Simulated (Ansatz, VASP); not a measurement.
One calculation of MgCd3O4, two programs

File INCAR:

```
ALGO = Normal ; EDIFF = 1E-7
ENCUT = 520 ; GGA = PE
ISIF = 2 ; ISMEAR = 0
LASPH = T ; LCHARG = F
LREAL = F ; LWAVE = F
NBANDS = 41 ; NELM = 100
PREC = Accurate ; SIGMA = 0.1
```

File KPOINTS:

```
k-points
0
Gamma
  4 4 4
```

POSCAR

```
MgCd3O4
1.0
    5.0032808900      0.0000000000      0.0000000000
    0.0000000000      5.0032808900      0.0000000000
    0.0000000000      0.0000000000      5.0032808900
Mg Cd O
1 3 4
Direct
    0.5000000000      0.5000000000      0.5000000000
    0.5000000000      0.0000000000      0.0000000000
    0.0000000000      0.0000000000      0.5000000000
    0.0000000000      0.5000000000      0.0000000000
    0.0000000000      0.5000000000      0.5000000000
    0.5000000000      0.5000000000      0.0000000000
    0.0000000000      0.0000000000      0.0000000000
    0.5000000000      0.0000000000      0.5000000000
```

Input for Ansatz:

```yaml
crystal:
  lattice:
    - [5.00328089, 0.0, 0.0]
    - [0.0, 5.00328089, 0.0]
    - [0.0, 0.0, 5.00328089]
  atoms:
    - { symbol: Mg, position: [0.5, 0.5, 0.5] }
    - { symbol: Cd, position: [0.5, 0.0, 0.0] }
    - { symbol: Cd, position: [0.0, 0.0, 0.5] }
    - { symbol: Cd, position: [0.0, 0.5, 0.0] }
    - { symbol: O, position: [0.0, 0.5, 0.5] }
    - { symbol: O, position: [0.5, 0.5, 0.0] }
    - { symbol: O, position: [0.0, 0.0, 0.0] }
    - { symbol: O, position: [0.5, 0.0, 0.5] }
basis:
  ecutwfc: 420
kpoints:
  mp_grid: { grid: [4, 4, 4] }
hamiltonian:
  xc: pbe
scf:
  occupations: { method: gaussian, width: 0.1 }
  lower_state_search: "off"
output:
  forces: true
  stress: true
  eigenvalues: true
```

Alike in both runs: task single point; functional PBE; k mesh 4 × 4 × 4; occupations gaussian, width 0.1 eV; no spin polarisation.

|  | VASP | Ansatz |
| --- | --- | --- |
| version | VASP 6.6.1 | Ansatz 0.2.0 |
| potentials or method | VASP PAW PBE potentials, release 64 (Mg, Cd, O), cutoff 520 eV | scalar-relativistic, plane waves, PAW |
| valence electrons in the cell | 62 | 94 |

Ansatz gave:

- gap on the k mesh at the Fermi level (eV): none
- pressure (GPa): -16.3

What did VASP give for the same quantities?

gap on the k mesh at the Fermi level (eV): none; pressure (GPa): -16.0.

A gap of «none» marks a metal or a gap that the smearing closes. VASP's potentials hold 62 valence electrons a cell and Ansatz's 94, so a difference there can come from the potentials and not from the codes.
